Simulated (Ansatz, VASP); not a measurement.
## Two plane-wave programs on CuO

File INCAR:

```
SYSTEM = CuO
PREC = Accurate
ENCUT = 520
EDIFF = 1E-6
ISMEAR = 0
SIGMA = 0.05
LREAL = .False.
LASPH = .True.
NELM = 150
ALGO = Normal
ISIF = 2
LWAVE = .False.
LCHARG = .False.
ISPIN = 2
MAGMOM = 1 -1 0 0
LORBIT = 11
LMAXMIX = 4
GGA = PS
NBANDS = 29
```

Contents of KPOINTS:

```
Automatic mesh
0
Gamma
  8 8 5
  0 0 0
```

File POSCAR:

```
CuO
1.0
    2.3446497600     -1.7133998200      0.0000000000
    2.3446497600      1.7133998200      0.0000000000
   -0.8605499100      0.0000000000      5.0594394800
Cu O
2 2
Direct
    0.0032000000      0.4968000000      0.0000000000
    0.4968000000      0.0032000000      0.5000000000
    0.5714000000      0.4056000000      0.2537000000
    0.4056000000      0.5714000000      0.7537000000
```

Input for Ansatz:

```yaml
crystal:
  lattice:
    - [2.34464976, -1.71339982, 0.0]
    - [2.34464976, 1.71339982, 0.0]
    - [-0.86054991, 0.0, 5.05943948]
  atoms:
    - { symbol: Cu, position: [0.0032, 0.4968, 0.0], spin: 1.0 }
    - { symbol: Cu, position: [0.4968, 0.0032, 0.5], spin: -1.0 }
    - { symbol: O, position: [0.5714, 0.4056, 0.2537] }
    - { symbol: O, position: [0.4056, 0.5714, 0.7537] }
basis:
  ecutwfc: 420
  ecutrho_ratio: 4
kpoints:
  mp_grid: { grid: [8, 8, 5] }
hamiltonian:
  xc: pbesol
scf:
  occupations: { method: gaussian, width: 0.05 }
  lower_state_search: "off"
  max_iter: 150
output:
  forces: true
  stress: true
  eigenvalues: true
  populations: true
  hubbard: { sites: [{ site: 0, l: d }, { site: 1, l: d }] }
  write_density: true
  write_potential: true
  elf: true
  volumetric_format: npy
magnetization:
  spin_polarized: true
```

Alike in both runs: task single point; functional PBEsol; k mesh 8 × 8 × 5; occupations gaussian, width 0.05 eV; collinear spin.

```csv
,VASP,Ansatz
version,VASP 6.6.1,Ansatz 0.2.0
potentials or method,"VASP PAW PBE potentials, release 64 (Cu, O), cutoff 520 eV","scalar-relativistic, plane waves, PAW"
valence electrons in the cell,34,50
```

Ansatz gave:

```
gap on the k mesh at the Fermi level (eV)                     : none
pressure (GPa)                                                : -2.7
traceless stress, the component that is largest in VASP (GPa) : 2.35
rms of the force components (eV/Å)                            : 0.422
net moment per atom (μB)                                      : 0.00
```

Question: Which values does VASP return?

Answer: gap on the k mesh at the Fermi level (eV): none; pressure (GPa): -2.0; traceless stress, the component that is largest in VASP (GPa): 1.97; rms of the force components (eV/Å): 0.430; net moment per atom (μB): 0.00.

VASP's potentials were made for PBE, not for PBEsol. Atom by atom the forces differ by 0.022 eV/Å (rms over components). A gap of «none» marks a metal or a gap that the smearing closes. VASP's potentials hold 34 valence electrons a cell and Ansatz's 50, so a difference there can come from the potentials and not from the codes. Ansatz's warnings: seeded moment not kept.
